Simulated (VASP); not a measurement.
# Ge (Cmmm) in VASP: notebook

The runs below take Ge through single point, with r2SCAN.

All numbers are computed with VASP 6.6.1; they aren't measurements. Logs are shortened: lines on timing, memory, paths and dates and some standing lists are left out, and cuts for length are marked.

### Step 1. The cell of the first run

It takes space group Cmmm (No. 65, orthorhombic). Conventional cell: a = 2.813 Å, b = 5.235 Å, c = 2.716 Å, α = 90.00°, β = 90.00°, γ = 90.00°. Ge (site symmetry mmm) has 8 Ge at 2.72 to 2.97 Å within 3.6 Å.

### Step 2. Single point, r2SCAN

File POSCAR:

```
Ge
1.0
    1.4064019120     -2.6177384622      0.0000000000
    1.4064019120      2.6177384622      0.0000000000
    0.0000000000      0.0000000000      2.7161006002
Ge
1
Direct
    0.5000000000      0.5000000000      0.0000000000
```

File INCAR.step1:

```
PREC = Accurate
ENCUT = 520
ISMEAR = 1
SIGMA = 0.15
LREAL = F
LASPH = T
NELM = 60
NBANDS = 13
GGA = PE
ALGO = Normal
EDIFF = 1E-4
LWAVE = T
LCHARG = F
```

File INCAR.step2:

```
PREC = Accurate
ENCUT = 520
EDIFF = 1E-7
ISMEAR = 1
SIGMA = 0.15
LREAL = F
LASPH = T
NELM = 60
ALGO = Normal
ISIF = 2
LWAVE = F
LCHARG = T
METAGGA = R2SCAN
LMIXTAU = T
LELF = T
LVHAR = T
NBANDS = 13
ISTART = 1
```

File KPOINTS:

```
Automatic mesh
0
Gamma
  12 12 11
```

Potentials or basis: VASP PAW PBE potentials, release 64 (Ge_d).

Command:

```console
$ cat potpaw_PBE.64/Ge_d/POTCAR > POTCAR
$ cp INCAR.step1 INCAR
$ mpirun -np 1 vasp_std > vasp.out
$ cp INCAR.step2 INCAR
$ mpirun -np 1 vasp_std > vasp.out
```

OUTCAR:

```text
PREC = Accurate
   ENCUT = 520
   EDIFF = 1E-7
   ISMEAR = 1
   LREAL = F
   LASPH = T
   NELM = 60
   ISIF = 2
   METAGGA = R2SCAN
   ISTART = 1

 ion  position               nearest neighbor table
   1  0.500  0.500  0.000-

  LATTYP: Found a base centered orthorhombic cell.
 ALAT       =     2.8128038240
 B/A-ratio  =     1.8613018369
 C/A-ratio  =     0.9656203454

  Lattice vectors:

 A1 = (   1.4064019120,  -2.6177384622,   0.0000000000)
 A2 = (   1.4064019120,   2.6177384622,   0.0000000000)
 A3 = (   0.0000000000,   0.0000000000,   2.7161006002)

Analysis of symmetry for initial positions (statically):
=====================================================================
 Subroutine PRICEL returns:
 Original cell was already a primitive cell.

 Routine SETGRP: Setting up the symmetry group for a
 base centered orthorhombic supercell.

 Subroutine GETGRP returns: Found  8 space group operations
 (whereof  8 operations were pure point group operations)
 out of a pool of  8 trial point group operations.

The static configuration has the point symmetry D_2h.

Analysis of symmetry for dynamics (positions and initial velocities):
=====================================================================
 Subroutine PRICEL returns:
 Original cell was already a primitive cell.

 Routine SETGRP: Setting up the symmetry group for a
 base centered orthorhombic supercell.

 Subroutine GETGRP returns: Found  8 space group operations
 (whereof  8 operations were pure point group operations)
 out of a pool of  8 trial point group operations.

The dynamic configuration has the point symmetry D_2h.

 Subroutine INISYM returns: Found  8 space group operations
 (whereof  8 operations are pure point group operations),
 and found     1 'primitive' translations

----------------------------------------------------------------------------------------

                                     Primitive cell

  volume of cell :      19.9992

  direct lattice vectors                    reciprocal lattice vectors
     1.406401912 -2.617738462  0.000000000     0.355517150 -0.191004566  0.000000000
     1.406401912  2.617738462  0.000000000     0.355517150  0.191004566  0.000000000
     0.000000000  0.000000000  2.716100600     0.000000000  0.000000000  0.368174875

  length of vectors
     2.971619255  2.971619255  2.716100600     0.403577983  0.403577983  0.368174875

  position of ions in fractional coordinates (direct lattice)
     0.500000000  0.500000000  0.000000000

  ion indices of the primitive-cell ions
   primitive index   ion index
                 1           1

----------------------------------------------------------------------------------------

 KPOINTS: Automatic mesh

Automatic generation of k-mesh.
 Grid dimensions read from file:
 generate k-points for:   12   12   11

 Generating k-lattice:

  Cartesian coordinates                     Fractional coordinates (reciprocal lattice)
     0.029626429 -0.015917047  0.000000000     0.083333333  0.000000000  0.000000000
     0.029626429  0.015917047  0.000000000     0.000000000  0.083333333  0.000000000
     0.000000000  0.000000000  0.033470443     0.000000000  0.000000000  0.090909091

  Length of vectors
     0.033631499  0.033631499  0.033470443

  Shift w.r.t. Gamma in fractional coordinates (k-lattice)
     0.000000000  0.000000000  0.000000000

 Subroutine IBZKPT returns following result:
 ===========================================

 Found    258 irreducible k-points:

 Following reciprocal coordinates:
            Coordinates               Weight
  0.000000  0.000000  0.000000      1.000000
  0.083333  0.000000  0.000000      4.000000
  0.166667  0.000000  0.000000      4.000000
  0.250000  0.000000  0.000000      4.000000
  0.333333  0.000000  0.000000      4.000000
  0.416667  0.000000  0.000000      4.000000
[... 16 lines left out ...]
  0.500000  0.166667  0.000000      4.000000
 -0.416667  0.166667  0.000000      4.000000
 [... further k-points ...]
   k-points           NKPTS =    258   k-points in BZ     NKDIM =    258   number of bands    NBANDS=     13
   number of dos      NEDOS =    301   number of ions     NIONS =      1
   total plane-waves  NPLWV =  11520
   dimension x,y,z NGX =    24 NGY =   24 NGZ =   20
   dimension x,y,z NGXF=    48 NGYF=   48 NGZF=   40
   ions per type =               1
   NGX,Y,Z   is equivalent  to a cutoff of  13.43, 13.43, 12.24 a.u.
   NGXF,Y,Z  is equivalent  to a cutoff of  26.85, 26.85, 24.48 a.u.
 SYSTEM =  unknown system
   PREC   = accura    normal or accurate (medium, high low for compatibility)
   ISTART =      1    job   : 0-new  1-cont  2-samecut
   ICHARG =      0    charge: 1-file 2-atom 10-const
   ISPIN  =      1    spin polarized calculation?
   LNONCOLLINEAR =      F non collinear calculations
   LSORBIT =      F    spin-orbit coupling
   LASPH  =      T    aspherical Exc in radial PAW
   ENCUT  =  520.0 eV  38.22 Ry    6.18 a.u.   5.53  5.53  5.05*2*pi/ulx,y,z
   NELM   =     60;   NELMIN=  2; NELMDL=  0     # of ELM steps
   EDIFF  = 0.1E-06   stopping-criterion for ELM
   LREAL  =      F    real-space projection
   EDIFFG = 0.1E-05   stopping-criterion for IOM
   NSW    =      0    number of steps for IOM
   IBRION =     -1    ionic relax: 0-MD 1-quasi-New 2-CG
   NFREE  =      0    steps in history (QN), initial steepest desc. (CG)
   ISIF   =      2    stress and relaxation
   ISYM   =      2    0-nonsym 1-usesym 2-fastsym
   POTIM  = 0.5000    time-step for ionic-motion
   TEBEG  =    0.0;   TEEND  =   0.0 temperature during run
   PSTRESS=    0.0 pullay stress
   NELECT =      14.0000    total number of electrons
   NUPDOWN=      -1.0000    fix difference up-down
   EMIN   =  10.00;   EMAX   =-10.00  energy-range for DOS
   EFERMI =   0.00;   METHOD = LEGACY
   ISMEAR =     1;   SIGMA  =   0.15  broadening in eV -4-tet -1-fermi 0-gaus
   EFERMI_NEDOS =   21; number of points for ismear=-14 and -15
   IALGO  =     38    algorithm
   IMIX   =      4    mixing-type and parameters
     AMIX     =   0.40;   BMIX     =  1.00
     AMIX_MAG =   1.60;   BMIX_MAG =  1.00
  volume/ion in A,a.u.               =      20.00       134.96
  Fermi-wavevector in a.u.,A,eV,Ry     =   1.453607  2.746919 28.748746  2.112973
  Thomas-Fermi vector in A             =   2.570854
   LORBIT       =      0    0 simple, 1 ext, 2 COOP (PROOUT), +10 PAW based schemes
   METAGGA = R2SCAN    functional components
   LHFCALC =     F    Hartree Fock is set to
   AEXX    =    0.0000 exact exchange contribution
   IVDW    =     0    specifies the selected vdW correction
   LEPSILON=     F    determine dielectric tensor
   LRPA    =     F    only Hartree local field effects (RPA)
 non-spin polarized calculation
 Methfessel and Paxton  Order N= 1 SIGMA  =   0.15
  energy-cutoff  :      520.00
  volume of cell :       20.00
 maximum number of plane-waves:       552
 NGX is ok and might be reduce to    24
   NGX = 11   NGY = 11   NGZ = 11

 number of electron      14.0000008 magnetization

 Free energy of the ion-electron system (eV)
  ---------------------------------------------------
  ext. energy  EPLUGINS =         0.00000000
  ---------------------------------------------------
  free energy    TOTEN  =       -13.46225572 eV

  energy without entropy =      -13.46211103  energy(sigma->0) =      -13.46220749

 E-fermi :   5.9367     XC(G=0): -11.9654

 val. band max:        5.9270244221   @ k =   0.5000   0.3333   0.3636
 cond. band min:       5.9481308505   @ k =   0.5000   0.1667   0.0000
 fundamental gap:      0.0211064283
 Fermi energy:         5.9367466019

 k-point     1 :       0.0000    0.0000    0.0000
  band No.  band energies     occupation
      1     -19.5828      2.00000
      2     -19.5242      2.00000
      3     -19.4730      2.00000
      4     -19.3674      2.00000
      5     -19.3476      2.00000
      6      -7.4410      2.00000
      7      12.7726      0.00000
      8      13.2561      0.00000
      9      14.8122      0.00000
     10      16.3861      0.00000
     11      19.0424      0.00000
     12      21.5502      0.00000
     13      21.7394      0.00000

 k-point     2 :       0.0833    0.0000    0.0000
  band No.  band energies     occupation
      1     -19.5779      2.00000
      2     -19.5168      2.00000
      3     -19.4739      2.00000
      4     -19.3685      2.00000
      5     -19.3509      2.00000
      6      -7.2660      2.00000
      7      12.5080      0.00000
      8      12.9424      0.00000
      9      13.3834      0.00000
     10      16.8798      0.00000
     11      18.8915      0.00000
     12      20.3183      0.00000
     13      22.7927      0.00000

 k-point     3 :       0.1667    0.0000    0.0000
  band No.  band energies     occupation
      1     -19.5666      2.00000
      2     -19.5011      2.00000
      3     -19.4702      2.00000
      4     -19.3720      2.00000
      5     -19.3595      2.00000
      6      -6.7415      2.00000
      7      10.0196      0.00000
      8      11.9568      0.00000
      9      13.4427      0.00000
     10      16.5896      0.00000
     11      18.2341      0.00000
     12      21.9787      0.00000
     13      25.1252      0.00000

 k-point     4 :       0.2500    0.0000    0.0000
  band No.  band energies     occupation
      1     -19.5570      2.00000
      2     -19.4940      2.00000
      3     -19.4450      2.00000
      4     -19.3803      2.00000
      5     -19.3678      2.00000
      6      -5.8713      2.00000
      7       7.0554     -0.00000
      8      10.9102      0.00000
      9      14.2409      0.00000
     10      15.4103      0.00000
     11      18.9520      0.00000
     12      24.3962      0.00000
     13      27.7339      0.00000

 k-point     5 :       0.3333    0.0000    0.0000
  band No.  band energies     occupation
      1     -19.5556      2.00000
      2     -19.4878      2.00000
      3     -19.4113      2.00000
      4     -19.3920      2.00000
      5     -19.3724      2.00000
      6      -4.6727      2.00000
      7       4.2461      2.00000
      8      10.1171      0.00000
      9      14.4989      0.00000
     10      15.2559      0.00000
     11      20.0738      0.00000
     12      26.1284      0.00000
     13      26.6109      0.00000
[... 257 lines left out ...]
 k-point    22 :       0.4167    0.1667    0.0000
  band No.  band energies     occupation
      1     -19.5382      2.00000
      2     -19.4767      2.00000
      3     -19.4007      2.00000
      4     -19.3949      2.00000
      5     -19.3817      2.00000
      6      -1.8854      2.00000
      7       0.9940      2.00000
      8       5.9119      1.27596
      9      17.0079      0.00000
     10      18.2649      0.00000
     11      23.3575      0.00000
     12      23.8219      0.00000
     13      23.9700      0.00000

 k-point    23 :       0.5000    0.1667    0.0000
  band No.  band energies     occupation
      1     -19.5374      2.00000
      2     -19.4784      2.00000
      3     -19.4084      2.00000
      4     -19.3974      2.00000
      5     -19.3790      2.00000
      6      -3.0001      2.00000
      7       2.4968      2.00000
      8       5.9481      0.87195
      9      16.4479      0.00000
     10      18.6262      0.00000
     11      21.8197      0.00000
     12      24.7102      0.00000
     13      25.8398      0.00000

 k-point    24 :      -0.4167    0.1667    0.0000
  band No.  band energies     occupation
      1     -19.5386      2.00000
      2     -19.4938      2.00000
      3     -19.4210      2.00000
      4     -19.3929      2.00000
      5     -19.3715      2.00000
      6      -4.3826      2.00000
      7       4.6215      2.00000
      8       6.6592     -0.00000
      9      15.4708      0.00000
     10      19.1003      0.00000
     11      20.5881      0.00000
     12      25.6972      0.00000
     13      26.3427      0.00000

 [... further k-points ...]

------------------------ aborting loop because EDIFF is reached ----------------------------------------

  FORCE on cell =-STRESS in cart. coord.  units (eV):
  Direction    XX          YY          ZZ          XY          YZ          ZX
  --------------------------------------------------------------------------------------
  -------------------------------------------------------------------------------------
  Total       -0.4616630     -0.8519069     -0.3720592      0.0000000      0.0000000      0.0000000
  in kB      -36.9848699    -68.2481919    -29.8065044      0.0000000      0.0000000      0.0000000
  external PRESSURE =     -45.0131887 kB  Pullay stress =       0.0000000 kB

 VOLUME and BASIS-vectors are now :
 -----------------------------------------------------------------------------
  energy-cutoff  :      520.00
  volume of cell :       20.00
      direct lattice vectors                 reciprocal lattice vectors
     1.406401912 -2.617738462  0.000000000     0.355517150 -0.191004566  0.000000000
     1.406401912  2.617738462  0.000000000     0.355517150  0.191004566  0.000000000
     0.000000000  0.000000000  2.716100600     0.000000000  0.000000000  0.368174875

 POSITION                                       TOTAL-FORCE (eV/Angst)
 -----------------------------------------------------------------------------------
      1.40640      0.00000      0.00000         0.000000      0.000000      0.000000
 -----------------------------------------------------------------------------------
    total drift:                               -0.000000     -0.000000     -0.000000

  FREE ENERGIE OF THE ION-ELECTRON SYSTEM (eV)
  ---------------------------------------------------
  free  energy   TOTEN  =       -13.4622557189 eV

  energy  without entropy=      -13.4621110343  energy(sigma->0) =      -13.46220749
```

Wall time 2.9 min (1 thread of Intel Xeon 8259CL, shared host); peak memory 0.19 GiB.

Results:

| Quantity | Value |
| --- | --- |
| Free energy | -13.4623 eV |
| Pressure | -4.5 GPa |
| Band gap on the k mesh | zero (bands 7 and 8 overlap by 10.15 eV) |

Caveat: the cell stands under tension; the PAW data sets were made with another functional, which shifts forces and pressure a little.

(Continued in part 2 of 2.)

The gap in the log of VASP goes by the Fermi energy; the results here count the filled bands.